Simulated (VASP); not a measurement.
Runs of VASP 6.6.1 on Ti. The structure is that of space group I4/mmm (No. 139), or close to it. The cells are those of the table. 

```csv
cell,gap on the mesh (eV),pressure (GPa)
"a = 2.874, b = 2.874, c = 3.014 Å, angles 58.4, 58.4, 63.2°, 1 atom",none,-5.4
"a = 2.837, b = 2.837, c = 2.943 Å, angles 58.8, 58.8, 62.5°, 1 atom",none,(a)
"a = 2.909, b = 2.909, c = 3.014 Å, angles 58.8, 58.8, 62.4°, 1 atom",none,(b)
"a = 2.874, b = 2.874, c = 2.727 Å, angles 61.7, 61.7, 56.6°, 1 atom",none,5.8
"a = 2.872, b = 2.872, c = 2.943 Å, angles 59.2, 59.2, 61.6°, 1 atom",none,-3.2
"a = 2.800, b = 2.800, c = 2.871 Å, angles 59.2, 59.2, 61.7°, 1 atom",none,5.7
"a = 2.943, b = 2.943, c = 3.014 Å, angles 59.2, 59.2, 61.6°, 1 atom",none,-10.1
```

Alike in all rows: task single point; level PBEsol; potentials or basis VASP PAW PBE potentials, release 64 (Ti_sv); no spin polarisation; k mesh 20 × 20 × 20; cutoff (eV) 520; smearing gaussian 0.15 eV.

Task: Estimate the missing entries.

Result: (a) -0.4; (b) -7.7.

Caveats: the PAW data sets were made with another functional, which shifts forces and pressure a little.

A gap of «none» marks levels without a gap at the run's occupations.
